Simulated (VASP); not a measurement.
# Zn18O19 (a cell with a defect) in VASP: single point with PBE

Aim: the single point of Zn18O19 (a cell with a defect) with PBE.

Program: VASP 6.6.1. These are calculated values, not measurements. Logs are shortened: lines on timing, memory, paths and dates and some standing lists are left out, and cuts for length are marked.

## 1. The cell of the first run

The cell holds a defect, 37 atoms: a = 7.764 Å, b = 7.764 Å, c = 7.764 Å, α = 78.63°, β = 78.63°, γ = 78.63°.

## 2. Single point, PBE (with an interstitial atom, then relaxed in part)

INCAR

```
SYSTEM = Zn18O19
ALGO = Normal ; EDIFF = 1E-6
ENCUT = 520 ; GGA = PE
ISIF = 2 ; ISMEAR = 0
LASPH = .True. ; LCHARG = .True.
LELF = .True. ; LREAL = Auto
LVHAR = .True. ; LWAVE = .False.
NBANDS = 189 ; NELM = 60
PREC = Accurate ; SIGMA = 0.01
```

KPOINTS

```
Automatic mesh
0
Gamma
  2 2 2
  0.5 0.5 0.5
```

POSCAR

```
Zn18O19
1.0
   -4.9190861691     -2.8400357239      5.2932331742
    4.9190861691     -2.8400357239      5.2932331742
    0.0000000001      5.6800714478      5.2932331742
Zn O
18 19
Direct
    0.6114907440      0.6087012786      0.2851682754
    0.6153178633      0.2713955428      0.6121979160
    0.2794135868      0.9404567331      0.2816056625
    0.9401283006      0.2689428223      0.3172377203
    0.2792727810      0.6049699945      0.6172211832
    0.6156205543      0.9356757299      0.9479806931
    0.3039552691      0.2650940484      0.9418223355
    0.9462526926      0.9410816582      0.6178888160
    0.9402024105      0.6402365708      0.9455976994
    0.5573448355      0.2167568222      0.2269186195
    0.5553440935      0.8836647600      0.5602533998
    0.2235833929      0.5518114616      0.2284563189
    0.8887841345      0.8909630611      0.2316411511
    0.2268720183      0.2179158350      0.5632640013
    0.5573099257      0.5505018382      0.8932825934
    0.2269957763      0.8865253675      0.8945943208
    0.8886091083      0.5551751713      0.5675083942
    0.8836523853      0.2081093679      0.8842014552
    0.7391211505      0.7334493525      0.4098580444
    0.7349954291      0.3991917055      0.7401016233
    0.4056907994      0.0666670870      0.4086965394
    0.0732628576      0.4044732536      0.4167444013
    0.4056469790      0.7321639724      0.7431563258
    0.7353536762      0.0638438273      0.0755602247
    0.4056685937      0.4005847099      0.0771131764
    0.0762191505      0.0636217279      0.7403462890
    0.0732832001      0.7399827365      0.0810308200
    0.6820200058      0.3456795372      0.3514823339
    0.6840025072      0.0094295623      0.6859587666
    0.3503213011      0.6774567962      0.3541866936
    0.0186413550      0.0052944822      0.3615999046
    0.3593222791      0.3433454564      0.6798835554
    0.6820450831      0.6749676515      0.0222267792
    0.3596211030      0.0030872745      0.0199871317
    0.0185495035      0.6847890427      0.6820004028
    0.0385266245      0.3954909463     -0.0830020264
    0.0393651013      0.2401433232      0.0727773107
```

Potentials or basis: VASP PAW PBE potentials, release 64 (Zn, O).

Run with:

```
> cat potpaw_PBE.64/Zn/POTCAR potpaw_PBE.64/O/POTCAR > POTCAR
> mpirun -np 1 vasp_std > vasp.out
```

OUTCAR:

```text
SYSTEM = Zn18O19
   EDIFF = 1E-6
   ENCUT = 520
   GGA = PE
   ISIF = 2
   ISMEAR = 0
   LASPH = .True.
   LREAL = Auto
   NELM = 60
   PREC = Accurate

 ion  position               nearest neighbor table
   1  0.611  0.609  0.285-  30 1.99  19 2.00  33 2.00  28 2.00
   2  0.615  0.271  0.612-  32 1.95  28 1.99  20 1.99  29 2.00
   3  0.279  0.940  0.282-  31 1.99  34 2.00  30 2.00  21 2.01
   4  0.940  0.269  0.317-  37 1.94  28 1.96  22 1.96  31 2.00
   5  0.279  0.605  0.617-  35 1.99  32 2.00  30 2.00  23 2.01
   6  0.616  0.936  0.948-  34 1.95  33 1.99  24 1.99  29 2.00
   7  0.304  0.265  0.942-  25 1.98  32 1.99  34 1.99  37 2.13  36 2.14
   8  0.946  0.941  0.618-  35 1.95  31 1.95  26 1.99  29 1.99
   9  0.940  0.640  0.946-  36 1.94  33 1.96  27 1.96  35 2.00
  10  0.557  0.217  0.227-  24 1.99  21 1.99  25 2.00  28 2.00
  11  0.555  0.884  0.560-  23 2.00  21 2.00  19 2.00  29 2.01
  12  0.224  0.552  0.228-  25 2.00  27 2.00  22 2.00  30 2.00
  13  0.889  0.891  0.232-  31 1.98  24 2.00  27 2.00  19 2.00
  14  0.227  0.218  0.563-  32 1.98  26 1.99  21 2.00  22 2.00
  15  0.557  0.551  0.893-  20 1.99  23 1.99  25 2.00  33 2.00
  16  0.227  0.887  0.895-  34 1.98  26 1.99  23 2.00  27 2.00
  17  0.889  0.555  0.568-  35 1.98  20 2.00  22 2.00  19 2.00
  18  0.884  0.208  0.884-  26 1.98  20 1.99  24 1.99  36 2.14  37 2.15
  19  0.739  0.733  0.410-  11 2.00   1 2.00  13 2.00  17 2.00
  20  0.735  0.399  0.740-   2 1.99  15 1.99  18 1.99  17 2.00
  21  0.406  0.067  0.409-  10 1.99  11 2.00  14 2.00   3 2.01
  22  0.073  0.404  0.417-   4 1.96  12 2.00  17 2.00  14 2.00
  23  0.406  0.732  0.743-  15 1.99  11 2.00  16 2.00   5 2.01
  24  0.735  0.064  0.076-   6 1.99  10 1.99  18 1.99  13 2.00
[... 11 lines left out ...]
  36  0.039  0.395  0.917-  37 1.53   9 1.94   7 2.14  18 2.14
  37  0.039  0.240  0.073-  36 1.53   4 1.94   7 2.13  18 2.15

  LATTYP: Found a trigonal (rhomboedric) cell.
 ALAT       =     7.7641180496
 COS(alpha) =     0.1971866306

  Lattice vectors:

 A1 = (  -4.9190861691,  -2.8400357239,   5.2932331742)
 A2 = (   4.9190861691,  -2.8400357239,   5.2932331742)
 A3 = (   0.0000000001,   5.6800714478,   5.2932331742)

Analysis of symmetry for initial positions (statically):
=====================================================================
 Subroutine PRICEL returns:
 Original cell was already a primitive cell.

 Routine SETGRP: Setting up the symmetry group for a
 trigonal (rhombohedral) supercell.

 Subroutine GETGRP returns: Found  1 space group operations
 (whereof  1 operations were pure point group operations)
 out of a pool of 12 trial point group operations.

The static configuration has the point symmetry C_1 .

Analysis of symmetry for dynamics (positions and initial velocities):
=====================================================================
 Subroutine PRICEL returns:
 Original cell was already a primitive cell.

 Routine SETGRP: Setting up the symmetry group for a
 trigonal (rhombohedral) supercell.

 Subroutine GETGRP returns: Found  1 space group operations
 (whereof  1 operations were pure point group operations)
 out of a pool of 12 trial point group operations.

The dynamic configuration has the point symmetry C_1 .

 Subroutine INISYM returns: Found  1 space group operations
 (whereof  1 operations are pure point group operations),
 and found     1 'primitive' translations

----------------------------------------------------------------------------------------

                                     Primitive cell

  volume of cell :     443.6909

  direct lattice vectors                    reciprocal lattice vectors
    -4.919086169 -2.840035724  5.293233174    -0.101644896 -0.058684708  0.062973484
     4.919086169 -2.840035724  5.293233174     0.101644896 -0.058684708  0.062973484
     0.000000000  5.680071448  5.293233174     0.000000000  0.117369416  0.062973484

  length of vectors
     7.764118050  7.764118050  7.764118050     0.133196244  0.133196244  0.133196244

  position of ions in fractional coordinates (direct lattice)
     0.611490744  0.608701279  0.285168275
     0.615317863  0.271395543  0.612197916
     0.279413587  0.940456733  0.281605662
     0.940128301  0.268942822  0.317237720
     0.279272781  0.604969995  0.617221183
     0.615620554  0.935675730  0.947980693
[... 29 lines left out ...]
     0.038526625  0.395490946  0.916997974
     0.039365101  0.240143323  0.072777311

  ion indices of the primitive-cell ions
   primitive index   ion index
                 1           1
                 2           2
                 3           3
                 4           4
                 5           5
                 6           6
[... 29 lines left out ...]
                36          36
                37          37

----------------------------------------------------------------------------------------

 KPOINTS: Automatic mesh

Automatic generation of k-mesh.
 Grid dimensions read from file:
 generate k-points for:    2    2    2

 Generating k-lattice:

  Cartesian coordinates                     Fractional coordinates (reciprocal lattice)
    -0.050822448 -0.029342354  0.031486742     0.500000000  0.000000000  0.000000000
     0.050822448 -0.029342354  0.031486742    -0.000000000  0.500000000  0.000000000
     0.000000000  0.058684708  0.031486742     0.000000000  0.000000000  0.500000000

  Length of vectors
     0.066598122  0.066598122  0.066598122

  Shift w.r.t. Gamma in fractional coordinates (k-lattice)
     0.500000000  0.500000000  0.500000000

 Subroutine IBZKPT returns following result:
 ===========================================

 Found      4 irreducible k-points:

 Following reciprocal coordinates:
            Coordinates               Weight
  0.250000  0.250000  0.250000      2.000000
 -0.250000  0.250000  0.250000      2.000000
  0.250000 -0.250000  0.250000      2.000000
  0.250000  0.250000 -0.250000      2.000000
   k-points           NKPTS =      4   k-points in BZ     NKDIM =      4   number of bands    NBANDS=    189
   number of dos      NEDOS =    301   number of ions     NIONS =     37
   total plane-waves  NPLWV = 216000
   dimension x,y,z NGX =    60 NGY =   60 NGZ =   60
   dimension x,y,z NGXF=   120 NGYF=  120 NGZF=  120
   ions per type =              18  19
   NGX,Y,Z   is equivalent  to a cutoff of  12.85, 12.85, 12.85 a.u.
   NGXF,Y,Z  is equivalent  to a cutoff of  25.69, 25.69, 25.69 a.u.
 SYSTEM =  Zn18O19
   PREC   = accura    normal or accurate (medium, high low for compatibility)
   ISTART =      0    job   : 0-new  1-cont  2-samecut
   ICHARG =      2    charge: 1-file 2-atom 10-const
   ISPIN  =      1    spin polarized calculation?
   LNONCOLLINEAR =      F non collinear calculations
   LSORBIT =      F    spin-orbit coupling
   LASPH  =      T    aspherical Exc in radial PAW
   ENCUT  =  520.0 eV  38.22 Ry    6.18 a.u.  14.44 14.44 14.44*2*pi/ulx,y,z
   NELM   =     60;   NELMIN=  2; NELMDL= -5     # of ELM steps
   EDIFF  = 0.1E-05   stopping-criterion for ELM
   LREAL  =      T    real-space projection
   EDIFFG = 0.1E-04   stopping-criterion for IOM
   NSW    =      0    number of steps for IOM
   IBRION =     -1    ionic relax: 0-MD 1-quasi-New 2-CG
   NFREE  =      0    steps in history (QN), initial steepest desc. (CG)
   ISIF   =      2    stress and relaxation
   ISYM   =      2    0-nonsym 1-usesym 2-fastsym
   POTIM  = 0.5000    time-step for ionic-motion
   TEBEG  =    0.0;   TEEND  =   0.0 temperature during run
   PSTRESS=    0.0 pullay stress
   NELECT =     330.0000    total number of electrons
   NUPDOWN=      -1.0000    fix difference up-down
   EMIN   =  10.00;   EMAX   =-10.00  energy-range for DOS
   EFERMI =   0.00;   METHOD = LEGACY
   ISMEAR =     0;   SIGMA  =   0.01  broadening in eV -4-tet -1-fermi 0-gaus
   EFERMI_NEDOS =   21; number of points for ismear=-14 and -15
   IALGO  =     38    algorithm
   IMIX   =      4    mixing-type and parameters
     AMIX     =   0.40;   BMIX     =  1.00
     AMIX_MAG =   1.60;   BMIX_MAG =  1.00
  volume/ion in A,a.u.               =      11.99        80.92
  Fermi-wavevector in a.u.,A,eV,Ry     =   1.483267  2.802968 29.933915  2.200081
  Thomas-Fermi vector in A             =   2.596950
   LORBIT       =      0    0 simple, 1 ext, 2 COOP (PROOUT), +10 PAW based schemes
   GGA     = PE    functional components
   LHFCALC =     F    Hartree Fock is set to
   AEXX    =    0.0000 exact exchange contribution
   IVDW    =     0    specifies the selected vdW correction
   LEPSILON=     F    determine dielectric tensor
   LRPA    =     F    only Hartree local field effects (RPA)
 non-spin polarized calculation
 Gauss-broadening in eV      SIGMA  =   0.01
  energy-cutoff  :      520.00
  volume of cell :      443.69
 maximum number of plane-waves:     11981
 NGX is ok and might be reduce to    60
   NGX = 29   NGY = 29   NGZ = 29

 number of electron     330.0000055 magnetization

 Free energy of the ion-electron system (eV)
  ---------------------------------------------------
  ext. energy  EPLUGINS =         0.00000000
  ---------------------------------------------------
  free energy    TOTEN  =      -163.64847636 eV

  energy without entropy =     -163.64847636  energy(sigma->0) =     -163.64847636

 E-fermi :   1.4097     XC(G=0): -10.8292

 val. band max:        1.3156880274   @ k =  -0.2500   0.2500   0.2500
 cond. band min:       2.9875790269   @ k =   0.2500   0.2500   0.2500
 fundamental gap:      1.6718909994
 Fermi energy:         1.4096537825

 k-point     1 :       0.2500    0.2500    0.2500
  band No.  band energies     occupation
      1     -19.5010      2.00000
      2     -16.7361      2.00000
      3     -16.4447      2.00000
      4     -16.4324      2.00000
      5     -16.3653      2.00000
      6     -16.2984      2.00000
[... 169 lines left out ...]
    176       6.8810      0.00000
    177       6.9490      0.00000

 k-point     2 :      -0.2500    0.2500    0.2500
  band No.  band energies     occupation
      1     -19.5009      2.00000
      2     -16.6929      2.00000
      3     -16.5039      2.00000
      4     -16.4704      2.00000
      5     -16.3884      2.00000
      6     -16.3378      2.00000
[... 169 lines left out ...]
    176       7.1660      0.00000
    177       7.1671      0.00000

 k-point     3 :       0.2500   -0.2500    0.2500
  band No.  band energies     occupation
      1     -19.5008      2.00000
      2     -16.6972      2.00000
      3     -16.5196      2.00000
      4     -16.4569      2.00000
      5     -16.3751      2.00000
      6     -16.3470      2.00000
[... 169 lines left out ...]
    176       7.0348      0.00000
    177       7.1086      0.00000

 k-point     4 :       0.2500    0.2500   -0.2500
  band No.  band energies     occupation
      1     -19.5008      2.00000
      2     -16.6971      2.00000
      3     -16.5198      2.00000
      4     -16.4570      2.00000
      5     -16.3754      2.00000
      6     -16.3463      2.00000
[... 169 lines left out ...]
    176       7.0355      0.00000
    177       7.1086      0.00000
 [bands above 177 left out]

------------------------ aborting loop because EDIFF is reached ----------------------------------------

  FORCE on cell =-STRESS in cart. coord.  units (eV):
  Direction    XX          YY          ZZ          XY          YZ          ZX
  --------------------------------------------------------------------------------------
  -------------------------------------------------------------------------------------
  Total       11.6119088     10.8545504      9.7709673      0.6084159      0.0736062      0.0812860
  in kB       41.9308522     39.1960149     35.2831731      2.1970030      0.2657937      0.2935255
  external PRESSURE =      38.8033467 kB  Pullay stress =       0.0000000 kB

 VOLUME and BASIS-vectors are now :
 -----------------------------------------------------------------------------
  energy-cutoff  :      520.00
  volume of cell :      443.69
      direct lattice vectors                 reciprocal lattice vectors
    -4.919086169 -2.840035724  5.293233174    -0.101644896 -0.058684708  0.062973484
     4.919086169 -2.840035724  5.293233174     0.101644896 -0.058684708  0.062973484
     0.000000000  5.680071448  5.293233174     0.000000000  0.117369416  0.062973484

 POSITION                                       TOTAL-FORCE (eV/Angst)
 -----------------------------------------------------------------------------------
     -0.01372     -1.84561      7.96822        -0.009391     -0.003617     -0.000620
     -1.69178      0.95903      7.93409        -0.015497     -0.009350      0.004249
      3.25173     -1.86494      7.94766         0.010116     -0.003849      0.003874
     -3.30162     -1.63187      8.07911         0.004912     -0.000567      0.005553
      1.60213      0.99458      7.94760        -0.003232      0.003472     -0.001438
      1.57438      0.97886     13.22926        -0.013581     -0.008761      0.006906
[... 29 lines left out ...]
      1.75594      3.97599      7.15124         0.047617     -0.112099     -0.020375
      0.98765     -0.38043      1.86473        -0.083531      0.085141     -0.010577
 -----------------------------------------------------------------------------------
    total drift:                               -0.007439     -0.005059      0.005734

  FREE ENERGIE OF THE ION-ELECTRON SYSTEM (eV)
  ---------------------------------------------------
  free  energy   TOTEN  =      -163.6484763647 eV

  energy  without entropy=     -163.6484763647  energy(sigma->0) =     -163.64847636
```

It took 7.8 min on 1 thread of Intel Xeon Platinum 8559C (Emerald Rapids), shared host; peak memory 0.6 GiB.

What came out:

| Property | Result |
| --- | --- |
| Free energy | -163.6485 eV |
| Pressure | 3.9 GPa |
| Largest force | 0.123 eV/Å |
| Band gap on the k mesh | 1.67 eV |

Forces in eV/Å, atoms in the order of the input:
```
Zn  -0.009 -0.004 -0.001
Zn  -0.015 -0.009  0.004
Zn   0.010 -0.004  0.004
Zn   0.005 -0.001  0.006
Zn  -0.003  0.003 -0.001
Zn  -0.014 -0.009  0.007
Zn   0.007  0.006  0.000
Zn   0.016  0.002  0.012
Zn   0.004  0.008  0.014
Zn  -0.002 -0.005  0.005
Zn   0.003 -0.004 -0.002
Zn  -0.003  0.003 -0.020
Zn   0.005 -0.004  0.002
Zn   0.004  0.000 -0.009
Zn  -0.006  0.004  0.003
Zn   0.009  0.006 -0.003
Zn  -0.002 -0.001 -0.006
Zn   0.006  0.012  0.014
O   -0.003 -0.001  0.002
O    0.009 -0.003 -0.002
O    0.001  0.005 -0.004
O    0.003 -0.002  0.026
O    0.002  0.002 -0.005
O   -0.002  0.009 -0.004
O    0.008 -0.001  0.011
O   -0.018 -0.005 -0.004
O   -0.003  0.000  0.018
O    0.019 -0.001 -0.007
O    0.000  0.003 -0.002
O    0.006  0.001  0.002
O   -0.012 -0.008 -0.004
O    0.011 -0.003  0.000
O    0.006  0.011 -0.014
O    0.006  0.012 -0.004
O   -0.011  0.003 -0.005
O    0.048 -0.112 -0.020
O   -0.084  0.085 -0.011
```

Stress tensor (GPa, compression positive):
```
4.19 0.22 0.03
0.22 3.92 0.03
0.03 0.03 3.53
```

Levels at points of the mesh, in eV from the valence-band top:
```
           k point  band 162  band 163  band 164  band 165  band 166  band 167  band 168  band 169
(0.25, 0.25, 0.25)     -0.52     -0.43     -0.32     -0.07      1.67      3.40      3.90      3.94
```

Caveat: the cell differs from its parent crystal (with an interstitial atom, then relaxed in part).
